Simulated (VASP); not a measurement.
# ZrB26N27 (a cell with a defect) in VASP: relaxation of the atoms with PBEsol

Aim: the relaxation of the atoms of ZrB26N27 (a cell with a defect) with PBEsol.

Program: VASP 6.6.1. These are calculated values, not measurements. Logs are shortened: lines on timing, memory, paths and dates and some standing lists are left out, and cuts for length are marked.

## Step 1: The cell of the first run

The cell holds a defect, 54 atoms: a = 7.649 Å, b = 7.649 Å, c = 7.649 Å, α = 60.00°, β = 60.00°, γ = 60.00°.

## Step 2: Relaxation of the atoms, PBEsol, collinear spin

File INCAR:

```
ALGO = Normal
EDIFF = 1E-7
EDIFFG = -0.03
ENCUT = 520
GGA = PS
GGA_COMPAT = False
IBRION = 2
ISIF = 2
ISMEAR = -1
ISPIN = 2
ISYM = -1
KPAR = 1
LASPH = True
LCHARG = False
LMAXMIX = 4
LORBIT = 11
LREAL = Auto
LWAVE = False
MAGMOM = 0 0 0 0 0 0 0 0 0 0 0 0 0 0 0 0 0 0 0 0 0 0 0 0 0 0 0 0 0 0 0.2 0 0 0 0 0 0 0 0 0.2 0 0 0 0 0.2 0 0 0 0 0 0.2 0 0 0.2
NELM = 200
NELMIN = 4
NSW = 100
PREC = Accurate
SIGMA = 0.05
```

File KPOINTS:

```
explicit points
1
Reciprocal
  0.25000000   0.25000000   0.25000000 1
```

File POSCAR:

```
ZrB26N27
1.0
    0.0000000000      5.4086930000      5.4086930000
    5.4086930000      0.0000000000      5.4086930000
    5.4086930000      5.4086930000      0.0000000000
B N Zr
26 27 1
Direct
    0.0014780000      0.0024080000      0.9934050000
    0.6689140000      0.9945040000      0.0031670000
    0.0023050000      0.6658880000      0.0015710000
    0.9980690000      0.0038770000      0.6668960000
    0.3332970000      0.3303220000      0.3326780000
    0.6665520000      0.6617690000      0.0001860000
    0.6641190000      0.0006100000      0.6698340000
    0.0029400000      0.6700150000      0.6584840000
    0.6674300000      0.6673590000      0.6671100000
    0.0002710000      0.0018860000      0.3328990000
    0.3361960000      0.3328360000      0.9974320000
    0.6679690000      0.9985220000      0.3284620000
    0.0064480000      0.6646630000      0.3271500000
    0.6692870000      0.6632200000      0.3355700000
    0.9931920000      0.3386380000      0.0001800000
    0.3316480000      0.0003370000      0.3334600000
    0.6687480000      0.3313850000      0.0024090000
    0.0000700000      0.3379590000      0.6645310000
    0.3357590000      0.6678480000      0.3272740000
    0.6724040000      0.3245630000      0.6676230000
    0.3319890000      0.9996100000      0.0026640000
    0.9991760000      0.3311000000      0.3355080000
    0.3337740000      0.6709860000      0.9998980000
    0.3343000000      0.9989280000      0.6650300000
    0.6666670000      0.3360860000      0.3281170000
    0.3359970000      0.6663520000      0.6625200000
    0.0852410000      0.0862900000      0.0751830000
    0.7502870000      0.0785400000      0.0839560000
    0.0840490000      0.7448990000      0.0837370000
    0.0849250000      0.0807550000      0.7480170000
    0.4180070000      0.4117610000      0.4161360000
    0.7501430000      0.7499080000      0.0815180000
    0.7553890000      0.0788330000      0.7512250000
    0.0825820000      0.7506810000      0.7521540000
    0.7555190000      0.7474220000      0.7528770000
    0.0843820000      0.0875150000      0.4115220000
    0.4146690000      0.4201520000      0.0869910000
    0.7466690000      0.0821470000      0.4206000000
    0.0871010000      0.7472020000      0.4193610000
    0.4145750000      0.4177530000      0.7491950000
    0.7552280000      0.7471610000      0.4155620000
    0.0839870000      0.4169050000      0.0805420000
    0.4150140000      0.0832250000      0.4164620000
    0.7529410000      0.4210150000      0.0823180000
    0.0820850000      0.4166020000      0.7539620000
    0.4154670000      0.7501380000      0.4182970000
    0.7420310000      0.4117740000      0.7575160000
    0.4197780000      0.0804690000      0.0810570000
    0.0826130000      0.4195060000      0.4173400000
    0.4158880000      0.7534980000      0.0835960000
    0.4133150000      0.0882990000      0.7523630000
    0.7550320000      0.4125500000      0.4179740000
    0.4187850000      0.7516490000      0.7487240000
    0.3353340000      0.3390850000      0.6656030000
```

Potentials or basis: VASP PAW PBE potentials, release 64 (B, N, Zr_sv).

Run with:

```console
> cat potpaw_PBE.64/B/POTCAR potpaw_PBE.64/N/POTCAR potpaw_PBE.64/Zr_sv/POTCAR > POTCAR
> mpirun -np 4 vasp_std > vasp.out
```

OUTCAR:

```text
EDIFF = 1E-7
   EDIFFG = -0.03
   ENCUT = 520
   GGA = PS
   IBRION = 2
   ISIF = 2
   ISMEAR = -1
   ISPIN = 2
   ISYM = -1
   LASPH = True
   LORBIT = 11
   LREAL = Auto
   NELM = 200
   NELMIN = 4
   NSW = 100
   PREC = Accurate

 ion  position               nearest neighbor table
   1  0.001  0.002  0.993-  30 1.53  27 1.56  28 1.57  29 1.61
   2  0.669  0.995  0.003-  32 1.53  28 1.54  48 1.56  33 1.57
   3  0.002  0.666  0.002-  29 1.52  42 1.56  34 1.56  32 1.58
   4  0.998  0.004  0.667-  33 1.52  30 1.53  34 1.58  36 1.59
   5  0.333  0.330  0.333-  37 1.54  43 1.54  31 1.56  49 1.57  54 2.59
   6  0.667  0.662  0.000-  44 1.50  35 1.55  50 1.57  32 1.58
   7  0.664  0.001  0.670-  38 1.56  51 1.57  33 1.57  35 1.58  54 2.55
   8  0.003  0.670  0.658-  39 1.49  35 1.55  45 1.58  34 1.59  54 2.54
   9  0.667  0.667  0.667-  53 1.55  41 1.57  35 1.59  47 1.60
  10  0.000  0.002  0.333-  36 1.55  38 1.58  39 1.59  27 1.61
  11  0.336  0.333  0.997-  40 1.55  42 1.58  48 1.58  37 1.60  54 2.52
  12  0.668  0.999  0.328-  28 1.53  41 1.57  43 1.58  38 1.59
  13  0.006  0.665  0.327-  29 1.52  49 1.53  41 1.57  39 1.60
  14  0.669  0.663  0.336-  41 1.56  52 1.57  46 1.59  32 1.59
  15  0.993  0.339  0.000-  44 1.50  45 1.54  42 1.56  27 1.58  54 2.59
  16  0.332  0.000  0.333-  36 1.54  43 1.56  46 1.56  48 1.58
  17  0.669  0.331  0.002-  47 1.53  28 1.58  44 1.59  37 1.59
[... 34 lines left out ...]
  52  0.755  0.413  0.418-  22 1.52  20 1.56  14 1.57  25 1.59
  53  0.419  0.752  0.749-  24 1.54   9 1.55  23 1.57  26 1.59
  54  0.335  0.339  0.666-  40 1.51  31 1.56  51 1.57  45 1.58  26 2.49  11 2.52  20 2.53   8 2.54
                            19 2.55   7 2.55  25 2.56  18 2.57  21 2.59   5 2.59  15 2.59  24 2.61

IMPORTANT INFORMATION: All symmetrisations will be switched off!
NOSYMM: (Re-)initialisation of all symmetry stuff for point group C_1.

----------------------------------------------------------------------------------------

                                     Primitive cell

  volume of cell :     316.4514

  direct lattice vectors                    reciprocal lattice vectors
     0.000000000  5.408693000  5.408693000    -0.092443775  0.092443775  0.092443775
     5.408693000  0.000000000  5.408693000     0.092443775 -0.092443775  0.092443775
     5.408693000  5.408693000  0.000000000     0.092443775  0.092443775 -0.092443775

  length of vectors
     7.649046995  7.649046995  7.649046995     0.160117316  0.160117316  0.160117316

  position of ions in fractional coordinates (direct lattice)
     0.001478000  0.002408000  0.993405000
     0.668914000  0.994504000  0.003167000
     0.002305000  0.665888000  0.001571000
     0.998069000  0.003877000  0.666896000
     0.333297000  0.330322000  0.332678000
     0.666552000  0.661769000  0.000186000
[... 46 lines left out ...]
     0.418785000  0.751649000  0.748724000
     0.335334000  0.339085000  0.665603000

  ion indices of the primitive-cell ions
   primitive index   ion index
                 1           1
                 2           2
                 3           3
                 4           4
                 5           5
                 6           6
[... 46 lines left out ...]
                53          53
                54          54

----------------------------------------------------------------------------------------

 KPOINTS: explicit points

Read explicit list of k-points.

 Found      1 k-points:

 Following reciprocal coordinates:
            Coordinates               Weight
  0.250000  0.250000  0.250000      1.000000
   k-points           NKPTS =      1   k-points in BZ     NKDIM =      1   number of bands    NBANDS=    144
   number of dos      NEDOS =    301   number of ions     NIONS =     54
   total plane-waves  NPLWV = 216000
   dimension x,y,z NGX =    60 NGY =   60 NGZ =   60
   dimension x,y,z NGXF=   120 NGYF=  120 NGZF=  120
   ions per type =              26  27   1
   NGX,Y,Z   is equivalent  to a cutoff of  13.04, 13.04, 13.04 a.u.
   NGXF,Y,Z  is equivalent  to a cutoff of  26.08, 26.08, 26.08 a.u.
 SYSTEM =  unknown system
   PREC   = accura    normal or accurate (medium, high low for compatibility)
   ISTART =      0    job   : 0-new  1-cont  2-samecut
   ICHARG =      2    charge: 1-file 2-atom 10-const
   ISPIN  =      2    spin polarized calculation?
   LNONCOLLINEAR =      F non collinear calculations
   LSORBIT =      F    spin-orbit coupling
   LASPH  =      T    aspherical Exc in radial PAW
   ENCUT  =  520.0 eV  38.22 Ry    6.18 a.u.  14.22 14.22 14.22*2*pi/ulx,y,z
   NELM   =    200;   NELMIN=  4; NELMDL= -5     # of ELM steps
   EDIFF  = 0.1E-06   stopping-criterion for ELM
   LREAL  =      T    real-space projection
   EDIFFG = -.3E-01   stopping-criterion for IOM
   NSW    =    100    number of steps for IOM
   IBRION =      2    ionic relax: 0-MD 1-quasi-New 2-CG
   NFREE  =      1    steps in history (QN), initial steepest desc. (CG)
   ISIF   =      2    stress and relaxation
   ISYM   =     -1    0-nonsym 1-usesym 2-fastsym
   POTIM  = 0.5000    time-step for ionic-motion
   TEBEG  =    0.0;   TEEND  =   0.0 temperature during run
   PSTRESS=    0.0 pullay stress
   NELECT =     225.0000    total number of electrons
   NUPDOWN=      -1.0000    fix difference up-down
   EMIN   =  10.00;   EMAX   =-10.00  energy-range for DOS
   EFERMI =   0.00;   METHOD = LEGACY
   ISMEAR =    -1;   SIGMA  =   0.05  broadening in eV -4-tet -1-fermi 0-gaus
   EFERMI_NEDOS =   21; number of points for ismear=-14 and -15
   IALGO  =     38    algorithm
   IMIX   =      4    mixing-type and parameters
     AMIX     =   0.40;   BMIX     =  1.00
     AMIX_MAG =   1.60;   BMIX_MAG =  1.00
  volume/ion in A,a.u.               =       5.86        39.55
  Fermi-wavevector in a.u.,A,eV,Ry     =   1.461168  2.761206 29.048581  2.135010
  Thomas-Fermi vector in A             =   2.577531
   LORBIT       =     11    0 simple, 1 ext, 2 COOP (PROOUT), +10 PAW based schemes
   GGA     = PS    functional components
   LHFCALC =     F    Hartree Fock is set to
   AEXX    =    0.0000 exact exchange contribution
   IVDW    =     0    specifies the selected vdW correction
   LEPSILON=     F    determine dielectric tensor
   LRPA    =     F    only Hartree local field effects (RPA)
 conjugate gradient relaxation of ions
 spin polarized calculation
  energy-cutoff  :      520.00
  volume of cell :      316.45
 maximum number of plane-waves:      8513
 NGX is ok and might be reduce to    56
   NGX = 29   NGY = 29   NGZ = 29

--------------------------------------- Ionic step        1  -------------------------------------------

 number of electron     224.9999999 magnetization       0.5891823

 Free energy of the ion-electron system (eV)
  ---------------------------------------------------
  ext. energy  EPLUGINS =         0.00000000
  ---------------------------------------------------
  free energy    TOTEN  =      -462.96116820 eV

  energy without entropy =     -462.86670009  energy(sigma->0) =     -462.91393415

------------------------ aborting loop because EDIFF is reached ----------------------------------------

  FORCE on cell =-STRESS in cart. coord.  units (eV):
  Direction    XX          YY          ZZ          XY          YZ          ZX
  --------------------------------------------------------------------------------------
  -------------------------------------------------------------------------------------
  Total       79.2963214     78.2466076     77.5423966      1.1930815     -2.4225235     -2.9270649
  in kB      401.4732681    396.1586200    392.5932354      6.0405114    -12.2651142    -14.8195814
  external PRESSURE =     396.7417079 kB  Pullay stress =       0.0000000 kB
[... 245 lines left out ...]
  FREE ENERGIE OF THE ION-ELECTRON SYSTEM (eV)
  ---------------------------------------------------
  free  energy   TOTEN  =      -464.2768758990 eV

  energy  without entropy=     -464.2186755661  energy(sigma->0) =     -464.24777573

[... ionic steps 4 to 33 ...]

--------------------------------------- Ionic step       34  -------------------------------------------

 number of electron     224.9999987 magnetization       0.9990483

------------------------ aborting loop because EDIFF is reached ----------------------------------------
[... 171 lines left out ...]
--------------------------------------- Ionic step       36  -------------------------------------------

 number of electron     224.9999987 magnetization       0.9990706

 Free energy of the ion-electron system (eV)
  ---------------------------------------------------
  ext. energy  EPLUGINS =         0.00000000
  ---------------------------------------------------
  free energy    TOTEN  =      -481.88906369 eV

  energy without entropy =     -481.83238888  energy(sigma->0) =     -481.86072628

 E-fermi :  12.6399     XC(G=0): -13.1986

 val. band max:       12.5856102289   @ k =   0.2500   0.2500   0.2500
 cond. band min:      12.6943733620   @ k =   0.2500   0.2500   0.2500
 fundamental gap:      0.1087631331
 Fermi energy:        12.6399297472

 spin component 1

 k-point     1 :       0.2500    0.2500    0.2500
  band No.  band energies     occupation
      1     -37.4738      1.00000
      2     -16.8746      1.00000
      3     -16.6725      1.00000
      4     -16.4586      1.00000
      5     -12.2151      1.00000
      6     -10.8964      1.00000
[... 116 lines left out ...]
    123      14.8075      0.00000
    124      15.7795      0.00000
 Fermi energy:        12.6399297472

 spin component 2

 k-point     1 :       0.2500    0.2500    0.2500
  band No.  band energies     occupation
      1     -37.1435      1.00000
      2     -16.6455      1.00000
      3     -16.2832      1.00000
      4     -16.0034      1.00000
      5     -12.1998      1.00000
      6     -10.8819      1.00000
[... 116 lines left out ...]
    123      14.8451      0.00000
    124      15.8347      0.00000
 [bands above 124 left out]

------------------------ aborting loop because EDIFF is reached ----------------------------------------

  FORCE on cell =-STRESS in cart. coord.  units (eV):
  Direction    XX          YY          ZZ          XY          YZ          ZX
  --------------------------------------------------------------------------------------
  -------------------------------------------------------------------------------------
  Total       44.8676279     44.0313695     44.8640633     -8.3687250     -8.3738071     -9.8187607
  in kB      227.1625329    222.9285987    227.1444850    -42.3704317    -42.3961624    -49.7118891
  external PRESSURE =     225.7452055 kB  Pullay stress =       0.0000000 kB
[... 69 lines left out ...]
  FREE ENERGIE OF THE ION-ELECTRON SYSTEM (eV)
  ---------------------------------------------------
  free  energy   TOTEN  =      -481.8890636894 eV

  energy  without entropy=     -481.8323888764  energy(sigma->0) =     -481.86072628

 reached required accuracy - stopping structural energy minimisation

 total charge

# of ion       s       p       d       tot
------------------------------------------
    1        0.670   1.389   0.000   2.059
    2        0.671   1.386   0.000   2.057
    3        0.670   1.386   0.000   2.056
    4        0.666   1.367   0.000   2.032
    5        0.679   1.431   0.000   2.111
    6        0.668   1.365   0.000   2.033
[... 46 lines left out ...]
   53        1.214   2.812   0.000   4.026
   54        2.297   6.069   2.628  10.994
--------------------------------------------------
tot         52.513 118.038   2.628 173.179

 magnetization (x)

# of ion       s       p       d       tot
------------------------------------------
    1        0.000   0.002   0.000   0.002
    2        0.002   0.001   0.000   0.002
    3        0.000   0.001   0.000   0.001
    4        0.000   0.002   0.000   0.003
    5       -0.000   0.003   0.000   0.003
    6       -0.000   0.001   0.000   0.001
[... 46 lines left out ...]
   53        0.007   0.006   0.000   0.013
   54        0.005   0.004   0.542   0.551
--------------------------------------------------
tot          0.047   0.084   0.542   0.673
```

Run time: 61 min. Hardware: 4 MPI ranks of AMD EPYC 7R43 (Zen 3), shared host; peak memory 0.28 GiB.

Results:

* Free energy: -481.8891 eV
* Pressure after relaxing: 22.6 GPa
* Largest force after relaxing: 0.022 eV/Å
* Net moment: 1.00 μB per cell
* Site moments: B +0.00, +0.01, -0.00 (each value once); N +0.00, -0.00, +0.01 (each value once); Zr +0.55 μB
* Valence electrons inside the program's atomic spheres: B 2.06, 2.03, 2.11, 2.15, 2.14, 2.04, 2.02, 2.12, 2.10 (each value once); N 3.96, 3.98, 3.95, 4.11, 3.97, 4.02, 4.03, 4.08, 4.10 (each value once); Zr 10.99

Forces on the atoms (eV/Å):
```
B   -0.001  0.000  0.001
B   -0.005 -0.005  0.003
B   -0.005  0.000 -0.001
B   -0.006  0.002 -0.003
B    0.000  0.003  0.005
B    0.003  0.000  0.002
B   -0.005 -0.003  0.004
B   -0.001 -0.004 -0.015
B    0.000 -0.008  0.003
B   -0.003  0.005 -0.003
B   -0.001 -0.001  0.001
B   -0.003 -0.003  0.005
B   -0.001  0.009 -0.009
B   -0.002 -0.003 -0.004
B    0.000 -0.002 -0.002
B    0.004  0.004 -0.001
B    0.001 -0.002  0.007
B   -0.006  0.005 -0.008
B   -0.003 -0.001 -0.001
B    0.011  0.001  0.009
B   -0.003  0.002  0.000
B    0.003  0.009 -0.005
B    0.005  0.002 -0.005
B    0.007 -0.002 -0.001
B    0.003  0.001  0.004
B    0.003  0.001  0.005
N   -0.002  0.003 -0.003
N    0.000 -0.007  0.003
N   -0.001  0.006 -0.005
N   -0.005  0.002 -0.011
N   -0.001  0.005 -0.001
N   -0.005 -0.002  0.002
N   -0.002 -0.003  0.005
N   -0.006 -0.001 -0.006
N    0.006 -0.011  0.005
N   -0.005  0.003 -0.001
N   -0.006 -0.004  0.000
N   -0.006 -0.003  0.003
N    0.001 -0.002 -0.010
N    0.008  0.011  0.007
N    0.000 -0.003  0.004
N    0.003  0.003 -0.006
N   -0.001  0.002  0.002
N   -0.002  0.005  0.001
N   -0.005  0.005 -0.008
N    0.001  0.000  0.001
N    0.004 -0.005  0.005
N    0.000  0.002  0.001
N   -0.006  0.006 -0.006
N    0.006 -0.009  0.005
N    0.008 -0.007  0.006
N    0.003  0.002  0.002
N    0.006 -0.001 -0.002
Zr   0.012 -0.009  0.016
```

Final structure:
```yaml
crystal:
  lattice:
    - [0.00000, 5.40869, 5.40869]
    - [5.40869, 0.00000, 5.40869]
    - [5.40869, 5.40869, 0.00000]
  atoms:
    - { symbol: B, position: [0.00100, 0.99968, 0.00091] }
    - { symbol: B, position: [0.66816, 0.99903, 0.00050] }
    - { symbol: B, position: [0.00040, 0.66684, 0.00037] }
    - { symbol: B, position: [0.00129, 0.99964, 0.66762] }
    - { symbol: B, position: [0.33882, 0.33698, 0.31898] }
    - { symbol: B, position: [0.66714, 0.66687, 0.99930] }
    - { symbol: B, position: [0.67225, 0.99172, 0.67028] }
    - { symbol: B, position: [0.99134, 0.67261, 0.66989] }
    - { symbol: B, position: [0.66677, 0.66625, 0.66553] }
    - { symbol: B, position: [0.00151, 0.00015, 0.33371] }
    - { symbol: B, position: [0.33659, 0.33370, 0.99901] }
    - { symbol: B, position: [0.66871, 0.99952, 0.33330] }
    - { symbol: B, position: [0.00092, 0.66750, 0.33298] }
    - { symbol: B, position: [0.66823, 0.66670, 0.33264] }
    - { symbol: B, position: [0.99156, 0.33590, 0.00608] }
    - { symbol: B, position: [0.33540, 0.99949, 0.33346] }
    - { symbol: B, position: [0.66673, 0.33235, 0.99899] }
    - { symbol: B, position: [0.98677, 0.33716, 0.67101] }
    - { symbol: B, position: [0.33778, 0.67248, 0.32340] }
    - { symbol: B, position: [0.66684, 0.33355, 0.66880] }
    - { symbol: B, position: [0.33795, 0.99178, 0.00448] }
    - { symbol: B, position: [0.00117, 0.33334, 0.33327] }
    - { symbol: B, position: [0.33334, 0.66637, 0.99880] }
    - { symbol: B, position: [0.33902, 0.98801, 0.67110] }
    - { symbol: B, position: [0.67393, 0.33575, 0.32377] }
    - { symbol: B, position: [0.33601, 0.66459, 0.66819] }
    - { symbol: N, position: [0.08510, 0.08418, 0.08272] }
    - { symbol: N, position: [0.75152, 0.08332, 0.08382] }
    - { symbol: N, position: [0.08447, 0.75040, 0.08372] }
    - { symbol: N, position: [0.08564, 0.08472, 0.75234] }
    - { symbol: N, position: [0.44199, 0.43982, 0.35332] }
    - { symbol: N, position: [0.75127, 0.74985, 0.08353] }
    - { symbol: N, position: [0.75197, 0.08243, 0.75157] }
    - { symbol: N, position: [0.08393, 0.75020, 0.75154] }
    - { symbol: N, position: [0.75097, 0.75108, 0.74880] }
    - { symbol: N, position: [0.08549, 0.08368, 0.41770] }
    - { symbol: N, position: [0.41689, 0.41621, 0.07959] }
    - { symbol: N, position: [0.75050, 0.08405, 0.41742] }
    - { symbol: N, position: [0.08550, 0.74862, 0.41755] }
    - { symbol: N, position: [0.42977, 0.42641, 0.76194] }
    - { symbol: N, position: [0.75166, 0.75022, 0.41668] }
    - { symbol: N, position: [0.08414, 0.41743, 0.08371] }
    - { symbol: N, position: [0.42017, 0.08453, 0.41778] }
    - { symbol: N, position: [0.75135, 0.41594, 0.08356] }
    - { symbol: N, position: [0.02116, 0.43998, 0.77416] }
    - { symbol: N, position: [0.41939, 0.75003, 0.41609] }
    - { symbol: N, position: [0.74740, 0.41610, 0.74914] }
    - { symbol: N, position: [0.41923, 0.08249, 0.08418] }
    - { symbol: N, position: [0.08587, 0.41856, 0.41801] }
    - { symbol: N, position: [0.41662, 0.75110, 0.08308] }
    - { symbol: N, position: [0.44034, 0.02562, 0.77257] }
    - { symbol: N, position: [0.75159, 0.41728, 0.41631] }
    - { symbol: N, position: [0.41694, 0.74725, 0.74899] }
    - { symbol: Zr, position: [0.31949, 0.32795, 0.65163] }
```

Caveat: the PAW data sets were made with another functional, which shifts forces and pressure a little.
